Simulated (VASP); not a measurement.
Here is a VASP 6.6.1 calculation.

File POSCAR:

```
MnO
1.0
    2.7465667690      0.0000000000      0.0000000000
    0.0000000000      2.7465667690      0.0000000000
    0.0000000000      0.0000000000      2.7465667690
Mn O
1 1
Direct
    0.0000000000      0.0000000000      0.0000000000
    0.5000000000      0.5000000000      0.5000000000
```

File INCAR.step1:

```
SYSTEM = MnO
ALGO     = Normal         ! electronic algorithm
EDIFF    = 1E-5           ! SCF threshold, eV
ENCUT    = 520            ! plane-wave cutoff, eV
GGA      = PE             ! functional
ISIF     = 2              ! what is computed and relaxed
ISMEAR   = -1             ! smearing method
ISPIN    = 2              ! spin polarisation
LASPH    = .True.         ! aspherical terms in the spheres
LCHARG   = .False.        ! write CHGCAR
LMAXMIX  = 4              ! l up to which the mixer works
LORBIT   = 11             ! projections on sites
LREAL    = .False.        ! projectors in reciprocal space
LWAVE    = .True.         ! write WAVECAR
MAGMOM   = 4 0            ! initial moments
NBANDS   = 20             ! bands
NELM     = 150            ! most SCF steps
PREC     = Accurate       ! precision mode
SIGMA    = 0.05           ! smearing width, eV
```

INCAR.step2

```
SYSTEM = MnO
AEXX     = 0.25           ! exact-exchange fraction
ALGO     = Normal         ! electronic algorithm
EDIFF    = 1E-6           ! SCF threshold, eV
ENCUT    = 520            ! plane-wave cutoff, eV
GGA      = PE             ! functional
HFSCREEN = 0.3            ! screening, 1/A
ISIF     = 2              ! what is computed and relaxed
ISMEAR   = -1             ! smearing method
ISPIN    = 2              ! spin polarisation
ISTART   = 1            
LASPH    = .True.         ! aspherical terms in the spheres
LCHARG   = .False.        ! write CHGCAR
LHFCALC  = .True.         ! exact exchange
LMAXMIX  = 4              ! l up to which the mixer works
LORBIT   = 11             ! projections on sites
LREAL    = .False.        ! projectors in reciprocal space
LWAVE    = .False.        ! write WAVECAR
MAGMOM   = 4 0            ! initial moments
NBANDS   = 20             ! bands
NELM     = 150            ! most SCF steps
PREC     = Accurate       ! precision mode
PRECFOCK = Normal       
SIGMA    = 0.05           ! smearing width, eV
```

KPOINTS

```
k-points
0
Gamma
  5 5 5
  0 0 0
```

Potentials or basis: VASP PAW PBE potentials, release 64 (Mn_pv, O).

Run with:

```console
$ cat potpaw_PBE.64/Mn_pv/POTCAR potpaw_PBE.64/O/POTCAR > POTCAR
$ cp INCAR.step1 INCAR
$ mpirun -np 1 vasp_std > vasp.out
$ cp INCAR.step2 INCAR
$ mpirun -np 1 vasp_std > vasp.out
```

(1) Estimate the site moments.

(2) Estimate the net moment.

Results:

(1) Mn +4.59; O +0.20 μB.

(2) 5.00 μB per cell.

Caveat: the k points lie up to 0.46 Å⁻¹ apart; a cell with one magnetic atom can't hold antiferromagnetic order, which such compounds often take.
